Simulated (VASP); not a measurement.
## Si3Pb11C2: single point with PBE

Crystal: Si3Pb11C2.

```
C Si Pb
1.0
    -6.19089    6.18177    0.68802
    -6.96119   -0.08228    7.02562
    -0.85674    6.01306    6.08660
C Si Pb
2 3 11
Cartesian
  -3.8243 5.3490 8.2325
  -6.5108 5.8851 6.7792
  -8.0881 6.8256 6.6635
  -8.2055 11.3808 8.7974
  -5.0855 6.5285 7.7092
  -12.7686 6.5501 7.5957
  -5.0975 9.2301 6.8832
  -8.9996 3.3901 12.3469
  -7.5058 8.4249 9.1857
  -9.7585 5.7655 9.0275
  -4.4714 3.0385 7.7296
  -13.4052 7.9886 10.6901
  -7.6606 3.8241 7.4047
  -11.0286 11.5155 11.2859
  -5.2816 5.2015 4.7687
  -10.1842 7.8715 11.4817
```

| Item | Value |
| --- | --- |
| Program | VASP 6.6.1 |
| Task | single point |
| Functional | PBE |
| Potentials or basis | VASP PAW PBE potentials, release 64 (C, Si, Pb_d) |
| Cutoff | 520 eV |
| k mesh | 2 × 2 × 2, shifted |
| Occupations | gaussian, width 0.1 eV |
| Spin | no spin polarisation |

The pressure is 0.0 GPa, the largest force is 0.044 eV/Å and the band gap on the k mesh is 0.25 eV, direct.

Forces in eV/Å, atoms in the order of the input:
```
C    0.002 -0.018  0.025
C    0.006  0.008  0.004
Si  -0.039  0.014 -0.015
Si   0.029  0.004 -0.012
Si  -0.006  0.021  0.013
Pb   0.002  0.001 -0.005
Pb   0.007 -0.008 -0.010
Pb  -0.003 -0.014 -0.007
Pb  -0.003  0.003  0.003
Pb   0.013 -0.005 -0.006
Pb   0.001 -0.013  0.002
Pb  -0.016  0.011  0.011
Pb  -0.012  0.004  0.001
Pb   0.000  0.000 -0.008
Pb   0.006 -0.002 -0.008
Pb   0.012 -0.003  0.014
```

Levels at points of the mesh, in eV from the valence-band top:
| k point | band 83 | band 84 | band 85 | band 86 | band 87 | band 88 | band 89 | band 90 | band 91 | band 92 |
| --- | --- | --- | --- | --- | --- | --- | --- | --- | --- | --- |
| (0.25, 0.25, 0.25) | -1.11 | -0.91 | -0.64 | -0.45 | -0.34 | 0.37 | 0.54 | 0.73 | 1.02 | 1.27 |

Run time: 14 min on 1 thread of Intel(R) Xeon(R) Platinum 8259CL CPU @ 2.50GHz (Skylake/Cascade Lake), with other jobs on the host, peak memory 0.75 GiB.

Caveat: spin-orbit coupling is left out, which moves the levels of the heavy elements. A k mesh can miss the band edges.
